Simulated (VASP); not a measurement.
Set up this calculation in VASP 6.6.1, as the native input.

```yaml
Task: single point
Functional: r2SCAN
Potentials_or_basis: VASP PAW PBE potentials, release 64 (Cu)
Cutoff: 520 eV
k_mesh: 21 × 21 × 21
Occupations: fermi-dirac, width 0.1 eV
Spin: no spin polarisation
Dipole_correction: no
Further_INCAR_settings: ALGO = Normal; EDIFF = 1e-06; NBANDS = 12
```

Cu:

```
Cu
1.0
     0.00000    1.78814    1.78814
     1.78814    0.00000    1.78814
     1.78814    1.78814    0.00000
Cu
1
Direct
  0.00000 0.00000 0.00000
```

One way to write it, as run:

POSCAR

```
Cu
1.0
    0.0000000000      1.7881422212      1.7881422212
    1.7881422212      0.0000000000      1.7881422212
    1.7881422212      1.7881422212      0.0000000000
Cu
1
Direct
    0.0000000000      0.0000000000      0.0000000000
```

INCAR.step1

```
  PREC = Accurate
  ENCUT = 520
  ISMEAR = -1
  SIGMA = 0.1
  LREAL = F
  LASPH = T
  NELM = 80
  NBANDS = 12
  GGA = PE
  ALGO = Normal
  EDIFF = 1E-4
  LWAVE = T
  LCHARG = F
```

INCAR.step2

```
  PREC = Accurate
  ENCUT = 520
  EDIFF = 1E-6
  ISMEAR = -1
  SIGMA = 0.1
  LREAL = F
  LASPH = T
  NELM = 80
  ALGO = Normal
  ISIF = 2
  LWAVE = F
  LCHARG = T
  METAGGA = R2SCAN
  LMIXTAU = T
  LELF = T
  LVHAR = T
  NBANDS = 12
  ISTART = 1
```

KPOINTS

```
Automatic mesh
0
Gamma
  21 21 21
```

Potentials or basis: VASP PAW PBE potentials, release 64 (Cu).

Run with:

```sh
$ cat potpaw_PBE.64/Cu/POTCAR > POTCAR
$ cp INCAR.step1 INCAR
$ mpirun -np 1 vasp_std > vasp.out
$ cp INCAR.step2 INCAR
$ mpirun -np 1 vasp_std > vasp.out
```

Results of the run:

The pressure is 0.5 GPa and the band gap on the k mesh is zero (an odd number of electrons rules out a gap without spin polarisation).

Caveat: the PAW data sets were made with another functional, which shifts forces and pressure a little.

Run time: 2.2 min on 1 thread of Intel(R) Xeon(R) Platinum 8259CL CPU @ 2.50GHz (Skylake/Cascade Lake), with other jobs on the host, peak memory 0.16 GiB.
